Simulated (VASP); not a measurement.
Set up this calculation in VASP 6.6.1, as the native input.

```
Task                   : single point
Functional             : PBE
Potentials or basis    : VASP PAW PBE potentials, release 64 (Sn_d)
Cutoff                 : 520 eV
k mesh                 : 6 × 6 × 4
Occupations            : gaussian, width 0.1 eV
Spin                   : no spin polarisation
Dipole correction      : no
Further INCAR settings : ALGO = Normal; EDIFF = 1e-06; NBANDS = 36
```

The structure of Sn lies in POSCAR:

```
Sn
1.0
    4.4251572312      0.0000000000      0.0000000000
   -2.2125786156      3.8322985779      0.0000000000
    0.0000000000      0.0000000000      7.3052302571
Sn
4
Direct
    0.6666666667      0.3333333333      0.0629012500
    0.3333333333      0.6666666667      0.5629012500
    0.6666666667      0.3333333333      0.4370987500
    0.3333333333      0.6666666667      0.9370987500
```

This isn't the form of Sn at room conditions, which is tetragonal (white tin).

This cell differs from its parent crystal: Ge replaced by Sn, lengths x 1.095, strained.

One way to write it, as run:

INCAR

```
SYSTEM = Sn
PREC     = Accurate       ! precision mode
ENCUT    = 520            ! plane-wave cutoff, eV
EDIFF    = 1E-6           ! SCF threshold, eV
ISMEAR   = 0              ! smearing method
SIGMA    = 0.1            ! smearing width, eV
LREAL    = .FALSE.        ! projectors in reciprocal space
LASPH    = .TRUE.         ! aspherical terms in the spheres
NELM     = 100            ! most SCF steps
ALGO     = Normal         ! electronic algorithm
ISIF     = 2              ! what is computed and relaxed
LWAVE    = .FALSE.        ! write WAVECAR
LCHARG   = .FALSE.        ! write CHGCAR
GGA      = PE             ! functional
NBANDS   = 36             ! bands
```

KPOINTS

```
Automatic mesh
0
G
  6 6 4
  0 0 0
```

Potentials or basis: VASP PAW PBE potentials, release 64 (Sn_d).

The run is started by

```sh
$ cat potpaw_PBE.64/Sn_d/POTCAR > POTCAR
$ mpirun -np 1 vasp_std > vasp.out
```

Results of the run:

```
Pressure      : 9.3 GPa
Largest force : 0.074 eV/Å
```

Caveat: the cell differs from its parent crystal (Ge replaced by Sn, lengths x 1.095, strained); the cell stands under pressure.

Run time: 2.4 min on 1 thread of Intel Xeon 8259CL, on a shared host, peak memory 0.27 GiB.
